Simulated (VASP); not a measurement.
**AlN: relaxation of cell and atoms with PBE**

AlN:

```xyz
2
Lattice="0.0000 2.1840 2.1840 2.1840 0.0000 2.1840 2.1840 2.1840 0.0000" Properties=species:S:1:pos:R:3 pbc="T T T"
Al    0.0000    0.0000    0.0000
N     3.2760    3.2760    3.2760
```

* Program: VASP 6.6.1
* Task: relaxation of cell and atoms
* Functional: PBE
* Potentials or basis: VASP PAW PBE potentials, release 64 (Al, N)
* Cutoff: 600 eV
* k mesh: 8 × 8 × 8
* Occupations: methfessel-paxton, width 0.1 eV
* Spin: no spin polarisation
* Target pressure: 4 GPa
* Dipole correction: no
* Further INCAR settings: ALGO = Normal; EDIFF = 1e-07; IBRION = 2; EDIFFG = -0.02; NSW = 80; ISIF = 3

The relaxed volume is 10.44 Å³/atom and the relaxed cell is a = 3.091 Å, b = 3.091 Å, c = 3.091 Å, α = 60.00°, β = 60.00°, γ = 60.00°. The space group after relaxing (to 0.05 Å) is F-43m (No. 216) and the energy change on relaxing (the enthalpy is what falls) is -0.6 meV/atom. The ionic steps are 3, the pressure after relaxing is 4.0 GPa and the band gap on the k mesh is 3.32 eV, indirect (least direct gap 4.18 eV).

The path:
```
step  energy change (eV)  largest force (eV/Å)  pressure (GPa)  volume (Å³)
   1              0.0000                0.0000            4.48        20.83
   2             -0.0023                0.0000            3.53        20.93
   3             -0.0012                0.0000            4.01        20.88
```

Final structure:
```yaml
crystal:
  lattice:
    - [0.00000, 2.18562, 2.18562]
    - [2.18562, 0.00000, 2.18562]
    - [2.18562, 2.18562, 0.00000]
  atoms:
    - { symbol: Al, position: [0.00000, 0.00000, 0.00000] }
    - { symbol: N, position: [0.75000, 0.75000, 0.75000] }
```

Levels at points of the mesh, in eV from the valence-band top:
```csv
k point,band 1,band 2,band 3,band 4,band 5,band 6,band 7,band 8
"(0.00, 0.00, 0.00)",-14.97,0.00,0.00,0.00,4.18,12.54,12.54,12.54
"(0.50, 0.00, 0.00)",-12.93,-5.84,-0.48,-0.48,7.36,9.85,11.13,11.13
"(0.50, 0.50, 0.00)",-12.29,-4.90,-1.77,-1.77,3.32,8.60,13.93,15.71
```

Run time: 32 s on 1 thread of Intel Xeon 8259CL, with other jobs on the host, peak memory 0.15 GiB.

Caveat: the cell is relaxed towards a set pressure, so the enthalpy falls and the energy may rise. A k mesh can miss the band edges.
